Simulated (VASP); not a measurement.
# Mg2F3 (R-3m) in VASP: a series of runs, part 2 of 3

VASP 6.6.1.

## (3) Single point, PBE

This run uses another cell than the first one, of 14.71 Å³/atom.

File INCAR:

```
PREC     = Accurate       # precision mode
ENCUT    = 520            # plane-wave cutoff, eV
EDIFF    = 1E-6           # SCF threshold, eV
ISMEAR   = 0              # smearing method
SIGMA    = 0.1            # smearing width, eV
LREAL    = F              # projectors in reciprocal space
LASPH    = T              # aspherical terms in the spheres
NELM     = 60             # most SCF steps
ALGO     = Normal         # electronic algorithm
ISIF     = 2              # what is computed and relaxed
LWAVE    = F              # write WAVECAR
LCHARG   = F              # write CHGCAR
GGA      = PE             # functional
NBANDS   = 20             # bands
```

File KPOINTS:

```
regular mesh
0
Gamma
  6 6 6
```

File POSCAR:

```
Mg2F3
1.0
    1.6670836240      0.9624911791      7.6375112562
   -1.6670836240      0.9624911791      7.6375112562
    0.0000000000     -1.9249823582      7.6375112562
Mg F
2 3
Direct
    0.3978951548      0.3978951548      0.3978951548
    0.6021048452      0.6021048452      0.6021048452
    0.0000000000      0.0000000000      0.0000000000
    0.2383610356      0.2383610356      0.2383610356
    0.7616389644      0.7616389644      0.7616389644
```

Potentials or basis: VASP PAW PBE potentials, release 64 (Mg, F).

Launch:

```bash
> cat potpaw_PBE.64/Mg/POTCAR potpaw_PBE.64/F/POTCAR > POTCAR
> mpirun -np 1 vasp_std > vasp.out
```

Run time: 2.4 min. Hardware: 1 thread of Intel Xeon Platinum 8259CL at 2.50GHz (Skylake/Cascade Lake), shared host; peak memory 0.47 GiB.

The run converged. Its results:

| Item | Value |
| --- | --- |
| Free energy | -22.1545 eV |
| Pressure | -0.2 GPa |
| Largest force | 0.023 eV/Å |
| Band gap on the k mesh | zero (an odd number of electrons rules out a gap without spin polarisation) |

Forces on the atoms (eV/Å):
```
Mg   0.000  0.000  0.023
Mg   0.000  0.000 -0.023
F    0.000  0.000  0.000
F    0.000  0.000  0.013
F    0.000  0.000 -0.013
```

Stress tensor (GPa, compression positive):
```
-0.21  0.00  0.00
 0.00 -0.21  0.00
 0.00  0.00 -0.10
```

Levels at points of the mesh, in eV from the Fermi level:
```tsv
k point	band 9	band 10	band 11	band 12	band 13	band 14	band 15	band 16
(0.00, 0.00, 0.00)	-8.54	-7.97	-7.97	-7.63	-2.79	0.40	0.51	5.50
(0.50, 0.00, 0.00)	-8.30	-8.26	-8.12	-7.77	1.83	2.36	3.07	3.70
(0.50, 0.50, 0.00)	-8.28	-8.23	-8.13	-7.82	1.89	2.45	2.76	3.81
(0.50, 0.50, 0.50)	-8.51	-7.97	-7.97	-7.88	-2.28	-1.07	1.93	4.25
```

Caveat: the k points lie up to 0.37 Å⁻¹ apart, too coarse for converged energies and pressures of a metal; an odd number of electrons without spin polarisation forces a metal; a magnetic or distorted state may lie lower.

## (4) Relaxation of cell and atoms, PBE

File INCAR:

```
SYSTEM = Mg2F3
PREC     = Accurate       ! precision mode
ENCUT    = 600            ! plane-wave cutoff, eV
EDIFF    = 1E-6           ! SCF threshold, eV
ISMEAR   = 0              ! smearing method
SIGMA    = 0.1            ! smearing width, eV
LREAL    = .FALSE.        ! projectors in reciprocal space
LASPH    = .TRUE.         ! aspherical terms in the spheres
NELM     = 60             ! most SCF steps
ALGO     = Normal         ! electronic algorithm
ISIF     = 3              ! what is computed and relaxed
LWAVE    = .FALSE.        ! write WAVECAR
LCHARG   = .FALSE.        ! write CHGCAR
GGA      = PE             ! functional
IBRION   = 2              ! ionic algorithm
NSW      = 90             ! ionic steps
EDIFFG   = -0.04          ! ionic threshold
```

File KPOINTS:

```
regular mesh
0
G
  6 6 6
  0 0 0
```

File POSCAR:

```
Mg2F3
1.0
    1.6345030621      0.9436807829      7.5767508038
   -1.6345030621      0.9436807829      7.5767508038
    0.0000000000     -1.8873615658      7.5767508038
Mg F
2 3
Direct
    0.4000000000      0.4000000000      0.4000000000
    0.6000000000      0.6000000000      0.6000000000
    0.0000000000      0.0000000000      0.0000000000
    0.2095000000      0.2095000000      0.2095000000
    0.7905000000      0.7905000000      0.7905000000
```

Potentials or basis: VASP PAW PBE potentials, release 64 (Mg, F).

Launch:

```bash
> cat potpaw_PBE.64/Mg/POTCAR potpaw_PBE.64/F/POTCAR > POTCAR
> mpirun -np 1 vasp_std > vasp.out
```

OUTCAR:

```text
SYSTEM = Mg2F3
   PREC = Accurate
   ENCUT = 600
   EDIFF = 1E-6
   ISMEAR = 0
   LREAL = .FALSE.
   LASPH = .TRUE.
   NELM = 60
   ISIF = 3
   GGA = PE
   IBRION = 2
   NSW = 90
   EDIFFG = -0.04

 ion  position               nearest neighbor table
   1  0.400  0.400  0.400-   5 2.29   5 2.29   5 2.29   3 2.42   3 2.42   3 2.42   2 3.57   2 3.57
                             2 3.57
   2  0.600  0.600  0.600-   4 2.29   4 2.29   4 2.29   3 2.42   3 2.42   3 2.42   1 3.57   1 3.57
                             1 3.57
   3  0.000  0.000  0.000-   2 2.42   2 2.42   1 2.42   1 2.42   2 2.42   1 2.42
   4  0.209  0.209  0.209-   2 2.29   2 2.29   2 2.29
   5  0.791  0.791  0.791-   1 2.29   1 2.29   1 2.29

  LATTYP: Found a trigonal (rhomboedric) cell.
 ALAT       =     7.8082831931
 COS(alpha) =     0.9123624232

  Lattice vectors:

 A1 = (   1.6345030621,   0.9436807829,   7.5767508038)
 A2 = (  -1.6345030621,   0.9436807829,   7.5767508038)
 A3 = (   0.0000000000,  -1.8873615658,   7.5767508038)

Analysis of symmetry for initial positions (statically):
=====================================================================
 Subroutine PRICEL returns:
 Original cell was already a primitive cell.

 Routine SETGRP: Setting up the symmetry group for a
 trigonal (rhombohedral) supercell.

 Subroutine GETGRP returns: Found 12 space group operations
 (whereof 12 operations were pure point group operations)
 out of a pool of 12 trial point group operations.

The static configuration has the point symmetry D_3d.

Analysis of symmetry for dynamics (positions and initial velocities):
=====================================================================
 Subroutine PRICEL returns:
 Original cell was already a primitive cell.

 Routine SETGRP: Setting up the symmetry group for a
 trigonal (rhombohedral) supercell.

 Subroutine GETGRP returns: Found 12 space group operations
 (whereof 12 operations were pure point group operations)
 out of a pool of 12 trial point group operations.

The dynamic configuration has the point symmetry D_3d.
[... 152 lines left out ...]
  ---------------------------------------------------
  free energy    TOTEN  =       -20.80029533 eV

  energy without entropy =      -20.79441273  energy(sigma->0) =      -20.79735403

------------------------ aborting loop because EDIFF is reached ----------------------------------------

  FORCE on cell =-STRESS in cart. coord.  units (eV):
  Direction    XX          YY          ZZ          XY          YZ          ZX
  --------------------------------------------------------------------------------------
  -------------------------------------------------------------------------------------
  Total       -1.6996999     -1.6996999     -6.8853715      0.0000000      0.0000000      0.0000000
  in kB      -38.8362898    -38.8362898   -157.3232300      0.0000000      0.0000000      0.0000000
  external PRESSURE =     -78.3319365 kB  Pullay stress =       0.0000000 kB
[... 98 lines left out ...]
  FREE ENERGIE OF THE ION-ELECTRON SYSTEM (eV)
  ---------------------------------------------------
  free  energy   TOTEN  =       -21.9278129076 eV

  energy  without entropy=      -21.9202302635  energy(sigma->0) =      -21.92402159

[... ionic steps 4 to 12 ...]

--------------------------------------- Ionic step       13  -------------------------------------------

 number of electron      24.9999994 magnetization

------------------------ aborting loop because EDIFF is reached ----------------------------------------
[... 73 lines left out ...]
--------------------------------------- Ionic step       15  -------------------------------------------

 number of electron      24.9999997 magnetization

 Free energy of the ion-electron system (eV)
  ---------------------------------------------------
  ext. energy  EPLUGINS =         0.00000000
  ---------------------------------------------------
  free energy    TOTEN  =       -22.15497520 eV

  energy without entropy =      -22.14870901  energy(sigma->0) =      -22.15184211

 E-fermi :   4.6974     XC(G=0):  -8.7412

 val. band max:        4.6958791706   @ k =   0.3333   0.3333   0.1667
 cond. band min:       4.7678143775   @ k =   0.3333   0.3333   0.0000
 fundamental gap:      0.0719352069
 Fermi energy:         4.6973854606

 k-point     1 :       0.0000    0.0000    0.0000
  band No.  band energies     occupation
      1     -22.6558      2.00000
      2     -22.4975      2.00000
      3     -22.1116      2.00000
      4      -4.9038      2.00000
      5      -4.1222      2.00000
      6      -3.9172      2.00000
[... 433 lines left out ...]
      3     -22.0969      2.00000
      4      -5.2862      2.00000
      5      -4.9823      2.00000
      6      -4.7797      2.00000
[... 8 lines left out ...]
     15       8.0984      0.00000
     16       8.9837      0.00000

 [... further k-points ...]

------------------------ aborting loop because EDIFF is reached ----------------------------------------

  FORCE on cell =-STRESS in cart. coord.  units (eV):
  Direction    XX          YY          ZZ          XY          YZ          ZX
  --------------------------------------------------------------------------------------
  -------------------------------------------------------------------------------------
  Total        0.0147532      0.0147532     -0.0286876      0.0000000     -0.0000000      0.0000000
  in kB        0.3298691      0.3298691     -0.6414293      0.0000000     -0.0000000      0.0000000
  external PRESSURE =       0.0061030 kB  Pullay stress =       0.0000000 kB
[... 20 lines left out ...]
  FREE ENERGIE OF THE ION-ELECTRON SYSTEM (eV)
  ---------------------------------------------------
  free  energy   TOTEN  =       -22.1549751970 eV

  energy  without entropy=      -22.1487090138  energy(sigma->0) =      -22.15184211

 reached required accuracy - stopping structural energy minimisation
```

OSZICAR:

```text
N       E                     dE             d eps       ncg     rms          rms(c)
DAV:   1     0.151538764422E+03    0.15154E+03   -0.13254E+04  1024   0.152E+03
[... 139 lines left out ...]
DAV:   2    -0.221867218891E+02    0.26595E+00   -0.95525E-01  1096   0.894E+00    0.133E+00
DAV:   3    -0.221631207216E+02    0.23601E-01   -0.28404E-02  1224   0.161E+00    0.620E-01
DAV:   4    -0.221550529722E+02    0.80677E-02   -0.10794E-02  1312   0.106E+00    0.936E-02
DAV:   5    -0.221549541379E+02    0.98834E-04   -0.87546E-04  1112   0.272E-01    0.381E-02
DAV:   6    -0.221549705170E+02   -0.16379E-04   -0.67030E-05  1344   0.942E-02    0.135E-02
DAV:   7    -0.221549743822E+02   -0.38653E-05   -0.16962E-05  1104   0.393E-02    0.611E-03
DAV:   8    -0.221549751970E+02   -0.81475E-06   -0.92559E-06  1256   0.305E-02
  15 F= -.22154975E+02 E0= -.22151842E+02  d E =-.113837E-01
```

CONTCAR:

```text
Mg2F3
   1.00000000000000
     1.6645661739596167    0.9610377286250137    7.4655733346552191
    -1.6645661739596167    0.9610377286250137    7.4655733346552191
     0.0000000000000000   -1.9220754572500274    7.4655733346552191
  Mg              F
     2     3
Direct
     0.3995761299964871    0.3995761299964871    0.3995761299964871
     0.6004238700035129    0.6004238700035129    0.6004238700035129
     0.0000000000000000    0.0000000000000000    0.0000000000000000
     0.2358420318298682    0.2358420318298682    0.2358420318298682
     0.7641579681701317    0.7641579681701317    0.7641579681701317

  0.00000000E+00  0.00000000E+00  0.00000000E+00
  0.00000000E+00  0.00000000E+00  0.00000000E+00
  0.00000000E+00  0.00000000E+00  0.00000000E+00
  0.00000000E+00  0.00000000E+00  0.00000000E+00
  0.00000000E+00  0.00000000E+00  0.00000000E+00
```

Wall time 29 min (1 thread of Intel Xeon Platinum 8259CL at 2.50GHz (Skylake/Cascade Lake), shared host); peak memory 0.62 GiB.

Results:

```yaml
Free_energy: -22.1550 eV
Relaxed_volume: 14.33 Å³/atom
Relaxed_cell: a = 7.709 Å, b = 7.709 Å, c = 7.709 Å, α = 24.94°, β = 24.94°, γ = 24.94°
Space_group_after_relaxing_to_0.1_Å: R-3m (No. 166)
Energy_gained_by_relaxing: 270.9 meV/atom
Ionic_steps: 15
Pressure_after_relaxing: 0.0 GPa
Largest_force_after_relaxing: 0.012 eV/Å
Band_gap_on_the_k_mesh: zero (an odd number of electrons rules out a gap without spin polarisation)
```

Forces in eV/Å, atoms in the order of the input:
```
Mg   0.000  0.000 -0.009
Mg   0.000  0.000  0.009
F    0.000  0.000  0.000
F    0.000  0.000  0.012
F    0.000  0.000 -0.012
```

Step by step:
| step | energy change (eV) | largest force (eV/Å) | pressure (GPa) | volume (Å³) |
| --- | --- | --- | --- | --- |
| 1 | 0.0000 | 2.7624 | -7.83 | 70.12 |
| 2 | -1.0445 | 1.0608 | -0.27 | 63.33 |
| 3 | -1.1275 | 0.4678 | 4.08 | 60.92 |
| 4 | -1.1277 | 0.4298 | 4.45 | 60.74 |
| 5 | -1.2175 | 0.4530 | 1.09 | 63.50 |
| 6 | -1.2444 | 0.4637 | -1.67 | 66.30 |
| 7 | -1.2776 | 0.2743 | -0.84 | 66.19 |
| 8 | -1.2968 | 0.2466 | 0.59 | 65.97 |
| 9 | -1.3102 | 0.1794 | 0.10 | 66.75 |
| 10 | -1.3268 | 0.0401 | -0.93 | 69.15 |
| 11 | -1.3372 | 0.0140 | -0.26 | 69.02 |
| 12 | -1.3425 | 0.0854 | 1.34 | 68.74 |
| 13 | -1.3433 | 0.0653 | 0.92 | 68.81 |
| 14 | -1.3494 | 0.0404 | 0.60 | 69.66 |
| 15 | -1.3547 | 0.0124 | 0.00 | 71.66 |

Final structure:
```yaml
crystal:
  lattice:
    - [1.66457, 0.96104, 7.46557]
    - [-1.66457, 0.96104, 7.46557]
    - [0.00000, -1.92208, 7.46557]
  atoms:
    - { symbol: Mg, position: [0.39958, 0.39958, 0.39958] }
    - { symbol: Mg, position: [0.60042, 0.60042, 0.60042] }
    - { symbol: F, position: [0.00000, 0.00000, 0.00000] }
    - { symbol: F, position: [0.23584, 0.23584, 0.23584] }
    - { symbol: F, position: [0.76416, 0.76416, 0.76416] }
```

Levels at points of the mesh, in eV from the Fermi level:
```
           k point  band 9  band 10  band 11  band 12  band 13  band 14  band 15  band 16
(0.00, 0.00, 0.00)   -8.56    -7.96    -7.96    -7.62    -2.82     0.50     0.54     5.83
(0.50, 0.00, 0.00)   -8.34    -8.27    -8.12    -7.79     1.83     2.35     3.08     3.70
(0.50, 0.50, 0.00)   -8.29    -8.25    -8.13    -7.84     1.89     2.46     2.71     3.81
(0.50, 0.50, 0.50)   -8.50    -7.97    -7.97    -7.93    -2.24    -1.10     2.03     4.46
```

Caveat: the k points lie up to 0.37 Å⁻¹ apart in the final cell, too coarse for converged energies and pressures of a metal; an odd number of electrons without spin polarisation forces a metal; a magnetic or distorted state may lie lower.

(Continued in part 3 of 3.)

The gap in the log of VASP goes by the Fermi energy; the results here count the filled bands.